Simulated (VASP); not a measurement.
The system is BN.

```
B N
1.0
     0.00000    1.82287    1.79714
     1.82287    0.00000    1.79714
     1.82287    1.82287    0.00000
B N
1 1
Direct
  0.00000 0.00000 0.00000
  0.25000 0.25000 0.25000
```

This cell differs from its parent crystal: epitaxial xy strain +1.0%.

Base run:

- Program: VASP 6.6.1
- Functional: PBE
- Potentials or basis: VASP PAW PBE potentials, release 64 (B, N)
- Cutoff: 520 eV
- k mesh: 12 × 12 × 12
- Occupations: fermi-dirac, width 0.02 eV
- Spin: no spin polarisation

Its results: band gap on the k mesh 4.20 eV, indirect (least direct gap 8.61 eV); pressure -0.9 GPa.

The run is repeated on the same cell with these changes: functional from PBE to r2SCAN; occupations from fermi-dirac, width 0.02 eV to gaussian, width 0.01 eV. What comes out?

Band gap on the k mesh 4.71 eV, indirect (least direct gap 9.31 eV); pressure -4.9 GPa.

Caveats: the PAW data sets were made with another functional, which shifts forces and pressure a little (some runs).

A k mesh can miss the band edges.
